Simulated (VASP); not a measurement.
Wanted: the native input for a VASP 6.6.1 run.

| Item | Value |
| --- | --- |
| Task | single point |
| Functional | PBE |
| Potentials or basis | VASP PAW PBE potentials, release 64 (W_sv, S) |
| Cutoff | 520 eV |
| k mesh | 6 × 6 × 6 |
| Occupations | gaussian, width 0.1 eV |
| Spin | no spin polarisation |
| Dipole correction | no |
| Further INCAR settings | ALGO = Normal; EDIFF = 1e-07; NBANDS = 17 |

The structure of WS lies in POSCAR:

```
WS
1.0
    3.4448484800      0.0000000000      0.0000000000
    0.0000000000      3.4448484800      0.0000000000
    0.0000000000      0.0000000000      3.4448484800
W S
1 1
Direct
    0.5000000000      0.5000000000      0.5000000000
    0.0000000000      0.0000000000      0.0000000000
```

One way to write it, as run:

INCAR

```
PREC = Accurate
ENCUT = 520
EDIFF = 1E-7
ISMEAR = 0
SIGMA = 0.1
LREAL = False
LASPH = True
NELM = 60
ALGO = Normal
ISIF = 2
LWAVE = False
LCHARG = True
GGA = PE
LELF = True
LVHAR = True
NBANDS = 17
```

KPOINTS

```
Automatic mesh
0
Gamma
  6 6 6
```

Potentials or basis: VASP PAW PBE potentials, release 64 (W_sv, S).

Launch:

```sh
$ cat potpaw_PBE.64/W_sv/POTCAR potpaw_PBE.64/S/POTCAR > POTCAR
$ mpirun -np 1 vasp_std > vasp.out
```

Results of the run:

```yaml
Pressure: -36.5 GPa
Band_gap_on_the_k_mesh: zero (band 10 reaches 8.96 eV, above the bottom of band 11 at 6.13 eV)
```

Caveat: spin-orbit coupling is left out, which moves the levels of the heavy elements.

It took 34 s on 1 thread of AMD EPYC 7R13 (shared host), peak memory 0.13 GiB.
